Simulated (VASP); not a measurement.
Input of a VASP 6.6.1 run:

File POSCAR:

```
InAs
1.0
    0.0000000000      3.0180000000      3.0180000000
    3.0180000000      0.0000000000      3.0180000000
    3.0180000000      3.0180000000      0.0000000000
In As
1 1
Direct
    0.0000000000      0.0000000000      0.0000000000
    0.7500000000      0.7500000000      0.7500000000
```

File INCAR.step1:

```
PREC = Accurate
ENCUT = 600
ISMEAR = -1
SIGMA = 0.1
LREAL = F
LASPH = T
NELM = 80
GGA = PE
ALGO = Normal
EDIFF = 1E-4
LWAVE = T
LCHARG = F
```

File INCAR.step2:

```
PREC = Accurate
ENCUT = 600
EDIFF = 1E-6
ISMEAR = -1
SIGMA = 0.1
LREAL = F
LASPH = T
NELM = 80
ALGO = Normal
ISIF = 3
LWAVE = F
LCHARG = F
METAGGA = R2SCAN
LMIXTAU = T
IBRION = 2
NSW = 100
EDIFFG = -0.002
ISTART = 1
```

KPOINTS

```
regular mesh
0
Gamma
  10 10 10
```

Potentials or basis: VASP PAW PBE potentials, release 64 (In_d, As).

Command:

```sh
$ cat potpaw_PBE.64/In_d/POTCAR potpaw_PBE.64/As/POTCAR > POTCAR
$ cp INCAR.step1 INCAR
$ mpirun -np 1 vasp_std > vasp.out
$ cp INCAR.step2 INCAR
$ mpirun -np 1 vasp_std > vasp.out
```

Task: Predict the relaxed cell.

Result: a = 4.320 Å, b = 4.320 Å, c = 4.320 Å, α = 60.00°, β = 60.00°, γ = 60.00°.

Task: What does it give for the relaxed volume?

Result: 28.51 Å³/atom.

Task: Estimate the space group after relaxing (to 0.05 Å).

Result: F-43m (No. 216).

Step by step:
```csv
step,energy change (eV),largest force (eV/Å),pressure (GPa),volume (Å³)
1,0.0000,0.0000,2.30,54.98
2,-0.0102,0.0000,-1.82,58.18
3,-0.0142,0.0000,-0.02,57.05
4,-0.0142,0.0000,0.03,57.01
5,-0.0142,0.0000,0.02,57.01
6,-0.0142,0.0000,0.03,57.01
7,-0.0142,0.0000,0.02,57.01
8,-0.0142,0.0000,0.02,57.01
9,-0.0142,0.0000,0.02,57.01
10,-0.0142,0.0000,0.02,57.01
11,-0.0142,0.0000,0.02,57.01
12,-0.0142,0.0000,0.02,57.01
13,-0.0142,0.0000,0.02,57.01
14,-0.0142,0.0000,0.02,57.01
15,-0.0142,0.0000,0.03,57.02
16,-0.0142,0.0000,0.00,57.02
```

Caveat: the PAW data sets were made with another functional, which shifts forces and pressure a little. Zero-point motion and thermal expansion aren't in these numbers.
